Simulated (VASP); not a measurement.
# Rh (P6_3/mmc) in VASP: single point with PBE

Aim: the single point of Rh with PBE.

Program: VASP 6.6.1. These are calculated values, not measurements. Logs are shortened: lines on timing, memory, paths and dates and some standing lists are left out, and cuts for length are marked.

### Step 1. The cell of the first run

The structure is hexagonal, space group P6_3/mmc (No. 194). The conventional cell has a = 2.761 Å, b = 2.761 Å, c = 4.445 Å, α = 90.00°, β = 90.00°, γ = 120.00°. Within 3.6 Å of Rh (site symmetry -6m2) lie 12 Rh at 2.74 to 2.76 Å.

### Step 2. Single point, PBE

Input file INCAR:

```
SYSTEM = Rh
PREC = Accurate ; ENCUT = 520
EDIFF = 1E-7 ; ISMEAR = -1
SIGMA = 0.05 ; LREAL = .FALSE.
LASPH = .TRUE. ; NELM = 60
ALGO = Normal ; ISIF = 2
LWAVE = .FALSE. ; LCHARG = .FALSE.
GGA = PE ; NBANDS = 22
```

Input file KPOINTS:

```
regular mesh
0
G
  17 17 10
  0 0 0
```

Input file POSCAR:

```
Rh
1.0
    2.7611495940      0.0000000000      0.0000000000
   -1.3805747970      2.3912256920      0.0000000000
    0.0000000000      0.0000000000      4.4453376303
Rh
2
Direct
    0.3333333333      0.6666666667      0.2500000000
    0.6666666667      0.3333333333      0.7500000000
```

Potentials or basis: VASP PAW PBE potentials, release 64 (Rh_pv).

Run with:

```sh
$ cat potpaw_PBE.64/Rh_pv/POTCAR > POTCAR
$ mpirun -np 1 vasp_std > vasp.out
```

OUTCAR:

```text
SYSTEM = Rh
   PREC = Accurate
   ENCUT = 520
   EDIFF = 1E-7
   ISMEAR = -1
   LREAL = .FALSE.
   LASPH = .TRUE.
   NELM = 60
   ISIF = 2
   GGA = PE

 ion  position               nearest neighbor table
   1  0.333  0.667  0.250-   2 2.74   2 2.74   2 2.74   2 2.74   2 2.74   2 2.74
   2  0.667  0.333  0.750-   1 2.74   1 2.74   1 2.74   1 2.74   1 2.74   1 2.74

  LATTYP: Found a hexagonal cell.
 ALAT       =     2.7611495940
 C/A-ratio  =     1.6099589968

  Lattice vectors:

 A1 = (   2.7611495940,   0.0000000000,   0.0000000000)
 A2 = (  -1.3805747970,   2.3912256920,   0.0000000000)
 A3 = (   0.0000000000,   0.0000000000,   4.4453376303)

Analysis of symmetry for initial positions (statically):
=====================================================================
 Subroutine PRICEL returns:
 Original cell was already a primitive cell.

 Routine SETGRP: Setting up the symmetry group for a
 hexagonal supercell.

 Subroutine GETGRP returns: Found 24 space group operations
 (whereof 12 operations were pure point group operations)
 out of a pool of 24 trial point group operations.

The static configuration has the point symmetry D_3d.
 The point group associated with its full space group is D_6h.

Analysis of symmetry for dynamics (positions and initial velocities):
=====================================================================
 Subroutine PRICEL returns:
 Original cell was already a primitive cell.

 Routine SETGRP: Setting up the symmetry group for a
 hexagonal supercell.

 Subroutine GETGRP returns: Found 24 space group operations
 (whereof 12 operations were pure point group operations)
 out of a pool of 24 trial point group operations.

The dynamic configuration has the point symmetry D_3d.
 The point group associated with its full space group is D_6h.

 Subroutine INISYM returns: Found 24 space group operations
 (whereof 12 operations are pure point group operations),
 and found     1 'primitive' translations

----------------------------------------------------------------------------------------

                                     Primitive cell

  volume of cell :      29.3505

  direct lattice vectors                    reciprocal lattice vectors
     2.761149594  0.000000000  0.000000000     0.362167991  0.209097787  0.000000000
    -1.380574797  2.391225692  0.000000000     0.000000000  0.418195574  0.000000000
     0.000000000  0.000000000  4.445337630     0.000000000  0.000000000  0.224954792

  length of vectors
     2.761149594  2.761149594  4.445337630     0.418195574  0.418195574  0.224954792

  position of ions in fractional coordinates (direct lattice)
     0.333333333  0.666666667  0.250000000
     0.666666667  0.333333333  0.750000000

  ion indices of the primitive-cell ions
   primitive index   ion index
                 1           1
                 2           2

----------------------------------------------------------------------------------------

 KPOINTS: regular mesh

Automatic generation of k-mesh.
 Grid dimensions read from file:
 generate k-points for:   17   17   10

 Generating k-lattice:

  Cartesian coordinates                     Fractional coordinates (reciprocal lattice)
     0.021303999  0.012299870  0.000000000     0.058823529 -0.000000000  0.000000000
     0.000000000  0.024599740  0.000000000     0.000000000  0.058823529  0.000000000
     0.000000000  0.000000000  0.022495479     0.000000000  0.000000000  0.100000000

  Length of vectors
     0.024599740  0.024599740  0.022495479

  Shift w.r.t. Gamma in fractional coordinates (k-lattice)
     0.000000000  0.000000000  0.000000000

 Subroutine IBZKPT returns following result:
 ===========================================

 Found    198 irreducible k-points:

 Following reciprocal coordinates:
            Coordinates               Weight
  0.000000  0.000000  0.000000      1.000000
  0.058824  0.000000  0.000000      6.000000
  0.117647 -0.000000  0.000000      6.000000
  0.176471 -0.000000  0.000000      6.000000
  0.235294 -0.000000  0.000000      6.000000
  0.294118 -0.000000  0.000000      6.000000
[... 16 lines left out ...]
  0.411765  0.117647  0.000000     12.000000
  0.176471  0.176471  0.000000      6.000000
 [... further k-points ...]
   k-points           NKPTS =    198   k-points in BZ     NKDIM =    198   number of bands    NBANDS=     22
   number of dos      NEDOS =    301   number of ions     NIONS =      2
   total plane-waves  NPLWV =  20736
   dimension x,y,z NGX =    24 NGY =   24 NGZ =   36
   dimension x,y,z NGXF=    48 NGYF=   48 NGZF=   72
   ions per type =               2
   NGX,Y,Z   is equivalent  to a cutoff of  14.45, 14.45, 13.46 a.u.
   NGXF,Y,Z  is equivalent  to a cutoff of  28.90, 28.90, 26.93 a.u.
 SYSTEM =  Rh
   PREC   = accura    normal or accurate (medium, high low for compatibility)
   ISTART =      0    job   : 0-new  1-cont  2-samecut
   ICHARG =      2    charge: 1-file 2-atom 10-const
   ISPIN  =      1    spin polarized calculation?
   LNONCOLLINEAR =      F non collinear calculations
   LSORBIT =      F    spin-orbit coupling
   LASPH  =      T    aspherical Exc in radial PAW
   ENCUT  =  520.0 eV  38.22 Ry    6.18 a.u.   5.13  5.13  8.27*2*pi/ulx,y,z
   NELM   =     60;   NELMIN=  2; NELMDL= -5     # of ELM steps
   EDIFF  = 0.1E-06   stopping-criterion for ELM
   LREAL  =      F    real-space projection
   EDIFFG = 0.1E-05   stopping-criterion for IOM
   NSW    =      0    number of steps for IOM
   IBRION =     -1    ionic relax: 0-MD 1-quasi-New 2-CG
   NFREE  =      0    steps in history (QN), initial steepest desc. (CG)
   ISIF   =      2    stress and relaxation
   ISYM   =      2    0-nonsym 1-usesym 2-fastsym
   POTIM  = 0.5000    time-step for ionic-motion
   TEBEG  =    0.0;   TEEND  =   0.0 temperature during run
   PSTRESS=    0.0 pullay stress
   NELECT =      30.0000    total number of electrons
   NUPDOWN=      -1.0000    fix difference up-down
   EMIN   =  10.00;   EMAX   =-10.00  energy-range for DOS
   EFERMI =   0.00;   METHOD = LEGACY
   ISMEAR =    -1;   SIGMA  =   0.05  broadening in eV -4-tet -1-fermi 0-gaus
   EFERMI_NEDOS =   21; number of points for ismear=-14 and -15
   IALGO  =     38    algorithm
   IMIX   =      4    mixing-type and parameters
     AMIX     =   0.40;   BMIX     =  1.00
     AMIX_MAG =   1.60;   BMIX_MAG =  1.00
  volume/ion in A,a.u.               =      14.68        99.03
  Fermi-wavevector in a.u.,A,eV,Ry     =   1.649087  3.116322 37.000868  2.719487
  Thomas-Fermi vector in A             =   2.738266
   LORBIT       =      0    0 simple, 1 ext, 2 COOP (PROOUT), +10 PAW based schemes
   GGA     = PE    functional components
   LHFCALC =     F    Hartree Fock is set to
   AEXX    =    0.0000 exact exchange contribution
   IVDW    =     0    specifies the selected vdW correction
   LEPSILON=     F    determine dielectric tensor
   LRPA    =     F    only Hartree local field effects (RPA)
 non-spin polarized calculation
  energy-cutoff  :      520.00
  volume of cell :       29.35
 maximum number of plane-waves:       808
 NGX is ok and might be reduce to    24
   NGX = 11   NGY = 11   NGZ = 17

 number of electron      30.0000003 magnetization

 Free energy of the ion-electron system (eV)
  ---------------------------------------------------
  ext. energy  EPLUGINS =         0.00000000
  ---------------------------------------------------
  free energy    TOTEN  =       -14.42029567 eV

  energy without entropy =      -14.38960715  energy(sigma->0) =      -14.40495141

 E-fermi :  10.8384     XC(G=0): -13.6129

 val. band max:       10.8382551637   @ k =   0.0000   0.0000   0.3000
 cond. band min:      10.8422761867   @ k =   0.2941   0.0588   0.5000
 fundamental gap:      0.0040210229
 Fermi energy:        10.8384021080

 k-point     1 :       0.0000    0.0000    0.0000
  band No.  band energies     occupation
      1     -36.1159      2.00000
      2     -35.5840      2.00000
      3     -35.5840      2.00000
      4     -35.5119      2.00000
      5     -35.4952      2.00000
      6     -35.4952      2.00000
[... 14 lines left out ...]
     21      28.9446      0.00000
     22      29.4169      0.00000

 k-point     2 :       0.0588    0.0000    0.0000
  band No.  band energies     occupation
      1     -36.1095      2.00000
      2     -35.5982      2.00000
      3     -35.5887      2.00000
      4     -35.5147      2.00000
      5     -35.5101      2.00000
      6     -35.4975      2.00000
[... 14 lines left out ...]
     21      29.0708      0.00000
     22      29.4663      0.00000

 k-point     3 :       0.1176   -0.0000    0.0000
  band No.  band energies     occupation
      1     -36.0907      2.00000
      2     -35.6392      2.00000
      3     -35.6020      2.00000
      4     -35.5525      2.00000
      5     -35.5231      2.00000
      6     -35.5042      2.00000
[... 14 lines left out ...]
     21      29.2053      0.00000
     22      29.3943      0.00000

 k-point     4 :       0.1765   -0.0000    0.0000
  band No.  band energies     occupation
      1     -36.0608      2.00000
      2     -35.7013      2.00000
      3     -35.6218      2.00000
      4     -35.6159      2.00000
      5     -35.5370      2.00000
      6     -35.5147      2.00000
[... 14 lines left out ...]
     21      28.9584      0.00000
     22      29.0870      0.00000

 k-point     5 :       0.2353   -0.0000    0.0000
  band No.  band energies     occupation
      1     -36.0221      2.00000
      2     -35.7764      2.00000
      3     -35.6909      2.00000
      4     -35.6451      2.00000
      5     -35.5566      2.00000
      6     -35.5278      2.00000
[... 417 lines left out ...]
 k-point    22 :       0.3529    0.1176    0.0000
  band No.  band energies     occupation
      1     -35.9632      2.00000
      2     -35.8778      2.00000
      3     -35.8754      2.00000
      4     -35.7297      2.00000
      5     -35.6481      2.00000
      6     -35.6001      2.00000
[... 14 lines left out ...]
     21      22.4686      0.00000
     22      25.6264      0.00000

 k-point    23 :       0.4118    0.1176    0.0000
  band No.  band energies     occupation
      1     -35.9892      2.00000
      2     -35.8962      2.00000
      3     -35.8472      2.00000
      4     -35.7427      2.00000
      5     -35.6695      2.00000
      6     -35.6067      2.00000
[... 14 lines left out ...]
     21      22.0111      0.00000
     22      24.8068      0.00000

 k-point    24 :       0.1765    0.1765    0.0000
  band No.  band energies     occupation
      1     -35.9669      2.00000
      2     -35.8205      2.00000
      3     -35.8105      2.00000
      4     -35.6636      2.00000
      5     -35.5875      2.00000
      6     -35.5811      2.00000
[... 14 lines left out ...]
     21      23.3519      0.00000
     22      27.4147      0.00000

 [... further k-points ...]
[... 5 lines left out ...]
  --------------------------------------------------------------------------------------
  -------------------------------------------------------------------------------------
  Total       -1.6553272     -1.6553272     -1.6762069      0.0000000      0.0000000     -0.0000000
  in kB      -90.3606158    -90.3606158    -91.5003923      0.0000000      0.0000000     -0.0000000
  external PRESSURE =     -90.7405413 kB  Pullay stress =       0.0000000 kB

 VOLUME and BASIS-vectors are now :
 -----------------------------------------------------------------------------
  energy-cutoff  :      520.00
  volume of cell :       29.35
      direct lattice vectors                 reciprocal lattice vectors
     2.761149594  0.000000000  0.000000000     0.362167991  0.209097787  0.000000000
    -1.380574797  2.391225692  0.000000000     0.000000000  0.418195574  0.000000000
     0.000000000  0.000000000  4.445337630     0.000000000  0.000000000  0.224954792

 POSITION                                       TOTAL-FORCE (eV/Angst)
 -----------------------------------------------------------------------------------
     -0.00000      1.59415      1.11133         0.000000     -0.000000      0.000000
      1.38057      0.79708      3.33400        -0.000000      0.000000      0.000000
 -----------------------------------------------------------------------------------
    total drift:                                0.000000     -0.000000      0.000000

  FREE ENERGIE OF THE ION-ELECTRON SYSTEM (eV)
  ---------------------------------------------------
  free  energy   TOTEN  =       -14.4202956705 eV

  energy  without entropy=      -14.3896071547  energy(sigma->0) =      -14.40495141
```

Run time: 55 s. Hardware: 1 thread of Intel Xeon 6975P-C (Granite Rapids), shared host; peak memory 0.22 GiB.

What came out:

```
Free energy            : -14.4203 eV
Pressure               : -9.1 GPa
Band gap on the k mesh : zero (band 15 reaches 11.40 eV, above the bottom of band 16 at 9.23 eV)
```

Levels at points of the mesh, in eV from the Fermi level:
| k point | band 13 | band 14 | band 15 | band 16 | band 17 | band 18 |
| --- | --- | --- | --- | --- | --- | --- |
| (0.00, 0.00, 0.00) | -2.26 | -1.76 | -1.76 | 0.11 | 0.11 | 0.84 |
| (0.00, 0.00, 0.50) | -2.85 | -2.85 | -0.41 | -0.41 | -0.41 | -0.41 |
